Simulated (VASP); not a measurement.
Input of a VASP 6.6.1 run:

File INCAR:

```
PREC = Accurate ; ENCUT = 520
EDIFF = 1E-6 ; ISMEAR = 0
SIGMA = 0.15 ; LREAL = F
LASPH = T ; NELM = 100
ALGO = Fast ; ISIF = 2
LWAVE = F ; LCHARG = T
GGA = PS ; LELF = T
LVHAR = T ; NBANDS = 10
```

File KPOINTS:

```
regular mesh
0
Gamma
  24 24 14
```

POSCAR

```
Al
1.0
    2.7075666717      0.0000000000      0.0000000000
   -1.3537833358      2.3448215201      0.0000000000
    0.0000000000      0.0000000000      4.4054504657
Al
2
Direct
    0.6666666667      0.3333333333      0.7500000000
    0.3333333333      0.6666666667      0.2500000000
```

Potentials or basis: VASP PAW PBE potentials, release 64 (Al).

Launch:

```bash
$ cat potpaw_PBE.64/Al/POTCAR > POTCAR
$ mpirun -np 1 vasp_std > vasp.out
```

Q: What does it give for the band gap on the k mesh?

A: Zero (bands 3 and 4 overlap by 8.05 eV).

Q: Predict the pressure.

A: 17.1 GPa.

Stress tensor (GPa, compression positive):
```
16.58  0.00  0.00
 0.00 16.58  0.00
 0.00  0.00 18.19
```

Caveat: the cell differs from its parent crystal (strain -0.050 along x and y, -0.050 along z); the cell stands under pressure; the PAW data sets were made with another functional, which shifts forces and pressure a little.
